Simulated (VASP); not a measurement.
A run of VASP 6.6.1 is set up as follows.

The input INCAR:

```
SYSTEM = In2O3
PREC = Accurate
ENCUT = 520
EDIFF = 1E-7
ISMEAR = 0
SIGMA = 0.05
LREAL = .False.
LASPH = .True.
NELM = 60
ALGO = Normal
ISIF = 2
LWAVE = .False.
LCHARG = .False.
GGA = CA
NBANDS = 55
```

Contents of KPOINTS:

```
regular mesh
0
Gamma
  6 6 6
  0 0 0
```

The input POSCAR:

```
In2O3
1.0
    2.9493640452      1.7028161254      4.5990876040
   -2.9493640452      1.7028161254      4.5990876040
    0.0000000000     -3.4056322508      4.5990876040
In O
4 6
Direct
    0.3576778379      0.3576778379      0.3576778379
    0.1423221621      0.1423221621      0.1423221621
    0.6423221621      0.6423221621      0.6423221621
    0.8576778379      0.8576778379      0.8576778379
    0.5455327428      0.9544672572      0.2500000000
    0.2500000000      0.5455327428      0.9544672572
    0.9544672572      0.2500000000      0.5455327428
    0.4544672572      0.0455327428      0.7500000000
    0.7500000000      0.4544672572      0.0455327428
    0.0455327428      0.7500000000      0.4544672572
```

Potentials or basis: VASP PAW LDA potentials, release 64 (In_d, O).

The run is started by

```console
$ cat potpaw_LDA.64/In_d/POTCAR potpaw_LDA.64/O/POTCAR > POTCAR
$ mpirun -np 1 vasp_std > vasp.out
```

Task: What does it give for the pressure?

Result: -16.8 GPa.

Task: Predict the largest force.

Result: 0.452 eV/Å.

Task: Predict the band gap on the k mesh.

Result: 0.21 eV, indirect (least direct gap 0.39 eV).

Forces on the atoms (eV/Å):
```
In   0.000  0.000  0.452
In   0.000  0.000 -0.452
In   0.000  0.000 -0.452
In   0.000  0.000  0.452
O    0.071  0.000  0.000
O   -0.036  0.062  0.000
O   -0.036 -0.062  0.000
O   -0.071  0.000  0.000
O    0.036 -0.062  0.000
O    0.036  0.062  0.000
```

Caveat: the cell differs from its parent crystal (strain +0.080 along x and y, -0.040 along z); spin-orbit coupling is left out, which moves the levels of the heavy elements. A k mesh can miss the band edges.
